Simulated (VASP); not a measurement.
Input of a VASP 6.6.1 run:

File INCAR:

```
ALGO = Normal
EDIFF = 1E-6
ENCUT = 520
GGA = CA
ISIF = 2
ISMEAR = 0
LASPH = T
LCHARG = F
LREAL = F
LWAVE = F
NBANDS = 44
NELM = 100
PREC = Accurate
SIGMA = 0.02
```

The input KPOINTS:

```
k-points
0
Gamma
  6 6 6
```

File POSCAR:

```
SiO2
1.0
   -4.4553296906      4.4553296906      2.6073622167
    4.4553296906     -4.4553296906      2.6073622167
    4.4553296906      4.4553296906     -2.6073622167
Si O
4 8
Direct
    0.1769371919      0.1769371919      0.3538743837
    0.8230628081      0.1769371919      0.0000000000
    0.1769371919      0.8230628081      0.0000000000
    0.8230628081      0.8230628081      0.6461256163
    0.5000000000      0.5000000000      0.5000000000
    0.0000000000      0.5000000000      0.0000000000
    0.5000000000      0.0000000000      0.0000000000
    0.0000000000      0.0000000000      0.5000000000
    0.0000000000      0.2089418893      0.2089418893
    0.7910581107      0.0000000000      0.7910581107
    0.2089418893      0.0000000000      0.2089418893
    0.0000000000      0.7910581107      0.7910581107
```

Potentials or basis: VASP PAW LDA potentials, release 64 (Si, O).

The run is started by

```console
$ cat potpaw_LDA.64/Si/POTCAR potpaw_LDA.64/O/POTCAR > POTCAR
$ mpirun -np 1 vasp_std > vasp.out
```

(1) Estimate the pressure.

(2) What does it give for the largest force?

Results:

(1) 0.4 GPa.

(2) 0.031 eV/Å.
